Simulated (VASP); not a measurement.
Sr: single point with LDA

The system is Sr.

```
Sr
1.0
     0.00000    2.90289    2.90289
     2.90289    0.00000    2.90289
     2.90289    2.90289    0.00000
Sr
1
Direct
  0.00000 0.00000 0.00000
```

* Program: VASP 6.6.1
* Task: single point
* Functional: LDA
* Potentials or basis: VASP PAW LDA potentials, release 64 (Sr_sv)
* Cutoff: 500 eV
* k mesh: 9 × 9 × 9
* Occupations: fermi-dirac, width 0.1 eV
* Spin: no spin polarisation

| Quantity | Value |
| --- | --- |
| Pressure | 0.0 GPa |
| Band gap on the k mesh | 0.18 eV, indirect (least direct gap 0.19 eV) |

Levels at points of the mesh, in eV from the valence-band top:
```csv
k point,band 2,band 3,band 4,band 5,band 6,band 7,band 8,band 9
"(0.00, 0.00, 0.00)",-18.12,-18.12,-18.12,-3.77,2.43,2.43,2.43,4.09
```

Run time: 7.5 s on 1 thread of Intel(R) Xeon(R) 6975P-C (Granite Rapids) (shared host), peak memory 0.15 GiB.

A k mesh can miss the band edges.
